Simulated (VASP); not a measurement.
**Ca3Mg: single point with LDA**

Crystal: Ca3Mg.

```
Mg Ca
1.0
     5.07463    0.00000    0.00000
     0.00000    5.07463    0.00000
     0.00000    0.00000    5.07463
Mg Ca
1 3
Direct
  0.00000 0.00000 0.00000
  0.00000 0.50000 0.50000
  0.50000 0.00000 0.50000
  0.50000 0.50000 0.00000
```

| Item | Value |
| --- | --- |
| Program | VASP 6.6.1 |
| Task | single point |
| Functional | LDA |
| Potentials or basis | VASP PAW LDA potentials, release 64 (Mg, Ca_sv) |
| Cutoff | 520 eV |
| k mesh | 4 × 4 × 4 |
| Occupations | methfessel-paxton, width 0.05 eV |
| Spin | no spin polarisation |

The pressure is 0.2 GPa. The band gap on the k mesh is zero (bands 16 and 17 overlap by 0.69 eV).

Levels at points of the mesh, in eV from the Fermi level:
```csv
k point,band 13,band 14,band 15,band 16,band 17,band 18,band 19,band 20
"(0.00, 0.00, 0.00)",-4.77,-1.12,0.00,0.00,0.82,0.82,0.82,1.06
"(0.50, 0.00, 0.00)",-3.45,-2.92,-0.12,0.37,0.37,0.97,1.26,1.46
"(0.50, 0.50, 0.00)",-2.54,-1.73,-1.73,-1.14,0.44,1.08,1.45,1.45
"(0.50, 0.50, 0.50)",-2.38,-0.66,-0.66,-0.66,-0.31,-0.31,-0.31,0.32
```

Run time: 55 s on 1 thread of Intel Xeon 8259CL, with other jobs on the host, peak memory 0.2 GiB.
